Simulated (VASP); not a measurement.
# Al (Fm-3m) in VASP: a series of runs

Al is run at these levels: PBE+D3(BJ); tasks: single point, relaxation of cell and atoms.

All numbers are computed with VASP 6.6.1; they aren't measurements. Logs are shortened: lines on timing, memory, paths and dates and some standing lists are left out, and cuts for length are marked.

### 1 The cell of the first run

The structure is cubic, space group Fm-3m (No. 225). Conventional cell: a = 3.982 Å, b = 3.982 Å, c = 3.982 Å, α = 90.00°, β = 90.00°, γ = 90.00°. Within 3.7 Å of Al (site symmetry m-3m) lie 12 Al at 2.82 Å.

### 2 Single point, PBE+D3(BJ)

INCAR reads:

```
  PREC = Accurate
  ENCUT = 520
  EDIFF = 1E-7
  ISMEAR = 0
  SIGMA = 0.1
  LREAL = False
  LASPH = True
  NELM = 100
  ALGO = Normal
  ISIF = 2
  LWAVE = False
  LCHARG = True
  GGA = PE
  IVDW = 12
  LELF = True
  LVHAR = True
  NBANDS = 8
```

KPOINTS reads:

```
regular mesh
0
Gamma
  18 18 18
```

POSCAR reads:

```
Al
1.0
    0.0000000000      1.9911200313      1.9911200313
    1.9911200313      0.0000000000      1.9911200313
    1.9911200313      1.9911200313      0.0000000000
Al
1
Direct
    0.0000000000      0.0000000000      0.0000000000
```

Potentials or basis: VASP PAW PBE potentials, release 64 (Al).

On the command line:

```
> cat potpaw_PBE.64/Al/POTCAR > POTCAR
> mpirun -np 1 vasp_std > vasp.out
```

OUTCAR:

```text
PREC = Accurate
   ENCUT = 520
   EDIFF = 1E-7
   ISMEAR = 0
   LREAL = False
   LASPH = True
   NELM = 100
   ISIF = 2
   GGA = PE
   IVDW = 12
 IVDW          = 12

 ion  position               nearest neighbor table
   1  0.000  0.000  0.000-

  LATTYP: Found a face centered cubic cell.
 ALAT       =     3.9822400626

  Lattice vectors:

 A1 = (   0.0000000000,   1.9911200313,   1.9911200313)
 A2 = (   1.9911200313,   0.0000000000,   1.9911200313)
 A3 = (   1.9911200313,   1.9911200313,   0.0000000000)

Analysis of symmetry for initial positions (statically):
[... 5 lines left out ...]
 face centered cubic supercell.

 Subroutine GETGRP returns: Found 48 space group operations
 (whereof 48 operations were pure point group operations)
 out of a pool of 48 trial point group operations.

The static configuration has the point symmetry O_h .

Analysis of symmetry for dynamics (positions and initial velocities):
[... 5 lines left out ...]
 face centered cubic supercell.

 Subroutine GETGRP returns: Found 48 space group operations
 (whereof 48 operations were pure point group operations)
 out of a pool of 48 trial point group operations.

The dynamic configuration has the point symmetry O_h .

 Subroutine INISYM returns: Found 48 space group operations
 (whereof 48 operations are pure point group operations),
 and found     1 'primitive' translations

----------------------------------------------------------------------------------------

                                     Primitive cell

  volume of cell :      15.7878

  direct lattice vectors                    reciprocal lattice vectors
     0.000000000  1.991120031  1.991120031    -0.251114946  0.251114946  0.251114946
     1.991120031  0.000000000  1.991120031     0.251114946 -0.251114946  0.251114946
     1.991120031  1.991120031  0.000000000     0.251114946  0.251114946 -0.251114946

  length of vectors
     2.815868953  2.815868953  2.815868953     0.434943846  0.434943846  0.434943846

  position of ions in fractional coordinates (direct lattice)
     0.000000000  0.000000000  0.000000000

  ion indices of the primitive-cell ions
   primitive index   ion index
                 1           1

----------------------------------------------------------------------------------------

 KPOINTS: regular mesh

Automatic generation of k-mesh.
 Grid dimensions read from file:
 generate k-points for:   18   18   18

 Generating k-lattice:

[... 61 lines left out ...]
   EDIFF  = 0.1E-06   stopping-criterion for ELM
   LREAL  =      F    real-space projection
   EDIFFG = 0.1E-05   stopping-criterion for IOM
   NSW    =      0    number of steps for IOM
   IBRION =     -1    ionic relax: 0-MD 1-quasi-New 2-CG
   NFREE  =      0    steps in history (QN), initial steepest desc. (CG)
   ISIF   =      2    stress and relaxation
   ISYM   =      2    0-nonsym 1-usesym 2-fastsym
   POTIM  = 0.5000    time-step for ionic-motion
   TEBEG  =    0.0;   TEEND  =   0.0 temperature during run
   PSTRESS=    0.0 pullay stress
   NELECT =       3.0000    total number of electrons
   NUPDOWN=      -1.0000    fix difference up-down
   EMIN   =  10.00;   EMAX   =-10.00  energy-range for DOS
   EFERMI =   0.00;   METHOD = LEGACY
   ISMEAR =     0;   SIGMA  =   0.10  broadening in eV -4-tet -1-fermi 0-gaus
   EFERMI_NEDOS =   21; number of points for ismear=-14 and -15
   IALGO  =     38    algorithm
   IMIX   =      4    mixing-type and parameters
     AMIX     =   0.40;   BMIX     =  1.00
     AMIX_MAG =   1.60;   BMIX_MAG =  1.00
  volume/ion in A,a.u.               =      15.79       106.54
  Fermi-wavevector in a.u.,A,eV,Ry     =   0.941184  1.778580 12.052409  0.885827
  Thomas-Fermi vector in A             =   2.068670
   LORBIT       =      0    0 simple, 1 ext, 2 COOP (PROOUT), +10 PAW based schemes
   GGA     = PE    functional components
   LHFCALC =     F    Hartree Fock is set to
   AEXX    =    0.0000 exact exchange contribution
   IVDW    =    12    specifies the selected vdW correction
   LEPSILON=     F    determine dielectric tensor
   LRPA    =     F    only Hartree local field effects (RPA)
 non-spin polarized calculation
 Gauss-broadening in eV      SIGMA  =   0.10
  energy-cutoff  :      520.00
  volume of cell :       15.79
 maximum number of plane-waves:       444
 NGX is ok and might be reduce to    24
   NGX = 11   NGY = 11   NGZ = 11

 number of electron       3.0000000 magnetization

 Free energy of the ion-electron system (eV)
  ---------------------------------------------------
  ext. energy  EPLUGINS =         0.00000000
  ---------------------------------------------------
  free energy    TOTEN  =        -3.73672519 eV

  energy without entropy =       -3.73378632  energy(sigma->0) =       -3.73525575

 E-fermi :   8.4637     XC(G=0): -10.3572

 val. band max:        8.4629280473   @ k =  -0.4444   0.3333   0.1111
 cond. band min:       8.4889900392   @ k =  -0.2222   0.3889   0.1667
 fundamental gap:      0.0260619919
 Fermi energy:         8.4636608246

 k-point     1 :       0.0000    0.0000    0.0000
  band No.  band energies     occupation
      1      -2.9746      2.00000
      2      21.3352      0.00000
      3      21.3352      0.00000
      4      21.3352      0.00000
      5      23.1676      0.00000
      6      23.1676      0.00000
      7      23.1676      0.00000
      8      25.2578      0.00000
[... 243 lines left out ...]
 k-point    24 :      -0.2222    0.0556    0.0000
  band No.  band energies     occupation
      1      -1.2855      2.00000
      2      12.4082      0.00000
      3      18.0317      0.00000
      4      20.9559      0.00000
      5      22.7532      0.00000
      6      23.8365      0.00000
      7      24.3090      0.00000
      8      26.5513      0.00000

 [... further k-points ...]

------------------------ aborting loop because EDIFF is reached ----------------------------------------

 Edisp (eV)   -0.35212

 E8    (eV) :    -0.1576

  FORCE on cell =-STRESS in cart. coord.  units (eV):
  Direction    XX          YY          ZZ          XY          YZ          ZX
  --------------------------------------------------------------------------------------
  -------------------------------------------------------------------------------------
  Total      -0.00382    -0.00382    -0.00382    -0.00000    -0.00000     0.00000
  in kB      -0.38734    -0.38734    -0.38734    -0.00000    -0.00000     0.00000
  external pressure =       -0.39 kB  Pullay stress =        0.00 kB

 VOLUME and BASIS-vectors are now :
 -----------------------------------------------------------------------------
  energy-cutoff  :      520.00
  volume of cell :       15.79
      direct lattice vectors                 reciprocal lattice vectors
     0.000000000  1.991120031  1.991120031    -0.251114946  0.251114946  0.251114946
     1.991120031  0.000000000  1.991120031     0.251114946 -0.251114946  0.251114946
     1.991120031  1.991120031  0.000000000     0.251114946  0.251114946 -0.251114946

 POSITION                                       TOTAL-FORCE (eV/Angst)
 -----------------------------------------------------------------------------------
      0.00000      0.00000      0.00000         0.000000      0.000000      0.000000
 -----------------------------------------------------------------------------------
    total drift:                               -0.000000      0.000000      0.000000

  FREE ENERGIE OF THE ION-ELECTRON SYSTEM (eV)
  ---------------------------------------------------
  free  energy   TOTEN  =        -4.0888476532 eV

  energy  without entropy=       -4.0859087875  energy(sigma->0) =       -4.08737822
```

OSZICAR:

```text
N       E                     dE             d eps       ncg     rms          rms(c)
DAV:   1    -0.238272610604E+01   -0.23827E+01   -0.86851E+02  3120   0.204E+02
DAV:   2    -0.375281099895E+01   -0.13701E+01   -0.13395E+01  4392   0.186E+01
DAV:   3    -0.376004111442E+01   -0.72301E-02   -0.72229E-02  4064   0.146E+00
DAV:   4    -0.376006373112E+01   -0.22617E-04   -0.22616E-04  4936   0.706E-02
DAV:   5    -0.376006376685E+01   -0.35732E-07   -0.36166E-07  4056   0.172E-03    0.138E+00
DAV:   6    -0.374657564257E+01    0.13488E-01   -0.14427E-03  4192   0.182E-01    0.804E-01
DAV:   7    -0.373673094650E+01    0.98447E-02   -0.43752E-03  4112   0.296E-01    0.155E-01
DAV:   8    -0.373672724839E+01    0.36981E-05   -0.12274E-05  4536   0.252E-02    0.145E-02
DAV:   9    -0.373672549402E+01    0.17544E-05   -0.79597E-07  4344   0.408E-03    0.599E-04
DAV:  10    -0.373672523513E+01    0.25889E-06   -0.30498E-09  4168   0.403E-04    0.376E-04
DAV:  11    -0.373672518757E+01    0.47556E-07   -0.11992E-10  2328   0.660E-05
   1 F= -.40888477E+01 E0= -.40873782E+01  d E =-.293887E-02
```

stdout:

```text
POSCAR found type information on POSCAR Al
 POSCAR found :  1 types and       1 ions
 scaLAPACK will be used
 LDA part: xc-table for (Slater+PW92), standard interpolation
 POSCAR, INCAR and KPOINTS ok, starting setup
 FFT: planning ... GRIDC
 FFT: planning ... GRID_SOFT
 FFT: planning ... GRID
 WAVECAR not read
 entering main loop
```

Wall time 8 s (1 thread of Intel Xeon 6975P-C (Granite Rapids), shared host); peak memory 0.15 GiB.

What came out:

- Free energy: -4.0888 eV
- Pressure: 0.0 GPa
- Dispersion energy per atom: -0.352 eV

Caveat: pairwise dispersion overbinds metals, which lowers pressure and volume.

### 3 Relaxation of cell and atoms, PBE+D3(BJ)

This run uses another cell than the first one, of 16.47 Å³/atom, 1.043 times its volume.

INCAR reads:

```
SYSTEM = Al
ALGO = Fast ; EDIFF = 1E-6
EDIFFG = -0.005 ; ENCUT = 600
GGA = PE ; IBRION = 2
ISIF = 3 ; ISMEAR = 0
IVDW = 12 ; LASPH = .True.
LCHARG = .False. ; LREAL = .False.
LWAVE = .False. ; NELM = 80
NSW = 100 ; PREC = Accurate
SIGMA = 0.1
```

KPOINTS reads:

```
k-points
0
Gamma
  18 18 18
  0 0 0
```

POSCAR reads:

```
Al
1.0
    0.0000000000      2.0194648466      2.0194648466
    2.0194648466      0.0000000000      2.0194648466
    2.0194648466      2.0194648466      0.0000000000
Al
1
Direct
    0.0000000000      0.0000000000      0.0000000000
```

Potentials or basis: VASP PAW PBE potentials, release 64 (Al).

On the command line:

```
> cat potpaw_PBE.64/Al/POTCAR > POTCAR
> mpirun -np 1 vasp_std > vasp.out
```

OUTCAR:

```text
SYSTEM = Al
   EDIFF = 1E-6
   EDIFFG = -0.005
   ENCUT = 600
   GGA = PE
   IBRION = 2
   ISIF = 3
   ISMEAR = 0
   IVDW = 12
   LASPH = .True.
   LREAL = .False.
   NELM = 80
   NSW = 100
   PREC = Accurate
 IVDW          = 12

 ion  position               nearest neighbor table
   1  0.000  0.000  0.000-

  LATTYP: Found a face centered cubic cell.
 ALAT       =     4.0389296932

  Lattice vectors:

 A1 = (   0.0000000000,   2.0194648466,   2.0194648466)
 A2 = (   2.0194648466,   0.0000000000,   2.0194648466)
 A3 = (   2.0194648466,   2.0194648466,   0.0000000000)

Analysis of symmetry for initial positions (statically):
=====================================================================
 Subroutine PRICEL returns:
 Original cell was already a primitive cell.

 Routine SETGRP: Setting up the symmetry group for a
 face centered cubic supercell.

[... 243 lines left out ...]

 number of electron       3.0000000 magnetization

 Free energy of the ion-electron system (eV)
  ---------------------------------------------------
  ext. energy  EPLUGINS =         0.00000000
  ---------------------------------------------------
  free energy    TOTEN  =        -3.73665551 eV

  energy without entropy =       -3.73371886  energy(sigma->0) =       -3.73518719

 E-fermi :   8.4686     XC(G=0): -10.3590

 val. band max:        8.4677069683   @ k =  -0.4444   0.3333   0.1111
 cond. band min:       8.4935488632   @ k =  -0.2222   0.3889   0.1667
 fundamental gap:      0.0258418949
 Fermi energy:         8.4686057685

 k-point     1 :       0.0000    0.0000    0.0000
  band No.  band energies     occupation
      1      -2.9730      2.00000
      2      21.3428      0.00000
      3      21.3428      0.00000
      4      21.3428      0.00000
      5      23.1788      0.00000
[... 177 lines left out ...]
 k-point    24 :      -0.2222    0.0556    0.0000
  band No.  band energies     occupation
      1      -1.2834      2.00000
      2      12.4142      0.00000
      3      18.0396      0.00000
      4      20.9645      0.00000
      5      22.7625      0.00000

 [... further k-points ...]

------------------------ aborting loop because EDIFF is reached ----------------------------------------

 Edisp (eV)   -0.35229

 E8    (eV) :    -0.1576
[... 24 lines left out ...]
  FREE ENERGIE OF THE ION-ELECTRON SYSTEM (eV)
  ---------------------------------------------------
  free  energy   TOTEN  =        -4.0889497860 eV

  energy  without entropy=       -4.0860131385  energy(sigma->0) =       -4.08748146

 reached required accuracy - stopping structural energy minimisation
```

CONTCAR:

```text
Al
   1.00000000000000
     0.0000000000000000    1.9908090267481773    1.9908090267481773
     1.9908090267481773   -0.0000000000000000    1.9908090267481773
     1.9908090267481773    1.9908090267481773   -0.0000000000000000
  Al
     1
Direct
     0.0000000000000000    0.0000000000000000    0.0000000000000000

  0.00000000E+00  0.00000000E+00  0.00000000E+00
```

Wall time 9.4 s (1 thread of Intel Xeon 6975P-C (Granite Rapids), shared host); peak memory 0.16 GiB.

Results:

```
Free energy                            : -4.0889 eV
Relaxed volume                         : 15.78 Å³/atom
Relaxed cell                           : a = 2.815 Å, b = 2.815 Å, c = 2.815 Å, α = 60.00°, β = 60.00°, γ = 60.00°
Space group after relaxing (to 0.05 Å) : Fm-3m (No. 225)
Energy gained by relaxing              : 7.4 meV/atom
Ionic steps                            : 3
Pressure after relaxing                : 0.0 GPa
Dispersion energy per atom             : -0.352 eV
```

The path:
| step | energy change (eV) | largest force (eV/Å) | pressure (GPa) | volume (Å³) |
| --- | --- | --- | --- | --- |
| 1 | 0.0000 | 0.0000 | -3.31 | 16.47 |
| 2 | -0.0072 | 0.0000 | 0.59 | 15.67 |
| 3 | -0.0074 | 0.0000 | 0.00 | 15.78 |

Final structure:
```xyz
1
Lattice="0.0000 1.9908 1.9908 1.9908 0.0000 1.9908 1.9908 1.9908 0.0000" Properties=species:S:1:pos:R:3 pbc="T T T"
Al    0.0000    0.0000    0.0000
```

Levels at points of the mesh, in eV from the Fermi level:
```
           k point  band 1  band 2  band 3  band 4
(0.00, 0.00, 0.00)  -11.44   12.87   12.87   12.87
(0.50, 0.00, 0.00)   -4.77   -4.44   11.67   11.67
(0.50, 0.50, 0.00)   -3.03   -1.61    5.27    5.81
```

Caveat: pairwise dispersion overbinds metals, which lowers pressure and volume.

### 4 Single point, PBE+D3(BJ)

This run uses another cell than the first one, of 16.47 Å³/atom, 1.043 times its volume.

INCAR reads:

```
SYSTEM = Al
ALGO     = Normal         ! electronic algorithm
EDIFF    = 1E-6           ! SCF threshold, eV
ENCUT    = 500            ! plane-wave cutoff, eV
GGA      = PE             ! functional
GGA_COMPAT= .FALSE.      
ISIF     = 2              ! what is computed and relaxed
ISMEAR   = 0              ! smearing method
IVDW     = 12             ! dispersion correction
LASPH    = .TRUE.         ! aspherical terms in the spheres
LCHARG   = .FALSE.        ! write CHGCAR
LREAL    = .FALSE.        ! projectors in reciprocal space
LWAVE    = .FALSE.        ! write WAVECAR
NBANDS   = 8              ! bands
NELM     = 120            ! most SCF steps
PREC     = Accurate       ! precision mode
SIGMA    = 0.1            ! smearing width, eV
```

KPOINTS reads:

```
k-points
0
G
  8 8 8
  0 0 0
```

POSCAR is that of step 3.

On the command line:

```
> cat potpaw_PBE.64/Al/POTCAR > POTCAR
> mpirun -np 1 vasp_std > vasp.out
```

It used 5.8 s of CPU time on 1 thread of AMD EPYC 7R13 Processor (Zen 3), with other jobs on the host.

The run converged. Its results:

| Item | Value |
| --- | --- |
| Free energy | -4.0785 eV |
| Pressure | -3.2 GPa |
| Dispersion energy per atom | -0.337 eV |

Levels at points of the mesh, in eV from the Fermi level:
| k point | band 1 | band 2 | band 3 | band 4 | band 5 | band 6 |
| --- | --- | --- | --- | --- | --- | --- |
| (0.00, 0.00, 0.00) | -11.20 | 12.57 | 12.57 | 12.57 | 14.08 | 14.08 |
| (0.50, 0.00, 0.00) | -4.66 | -4.44 | 11.37 | 11.37 | 11.41 | 11.41 |
| (0.50, 0.50, 0.00) | -2.99 | -1.66 | 5.20 | 5.54 | 5.54 | 9.03 |

Caveat: pairwise dispersion overbinds metals, which lowers pressure and volume.

### 5 Summary

```csv
task,cell,k mesh,cutoff (eV),gap on the mesh (eV),pressure (GPa)
single point,"a = 2.816 Å, angles 60.0°, 1 atom",18 × 18 × 18,520,none,0.0
relaxation of cell and atoms,"relaxed from a = 2.856 Å, angles 60.0°, 1 atom",18 × 18 × 18,600,none,0.0
single point,"a = 2.856 Å, angles 60.0°, 1 atom",8 × 8 × 8,500,none,-3.2
```

Alike in all rows: level PBE+D3(BJ); potentials or basis VASP PAW PBE potentials, release 64 (Al); no spin polarisation; smearing gaussian 0.1 eV.

Caveats: pairwise dispersion overbinds metals, which lowers pressure and volume.

Total energies depend on the potentials used, so only differences within one code and one set of settings carry meaning.
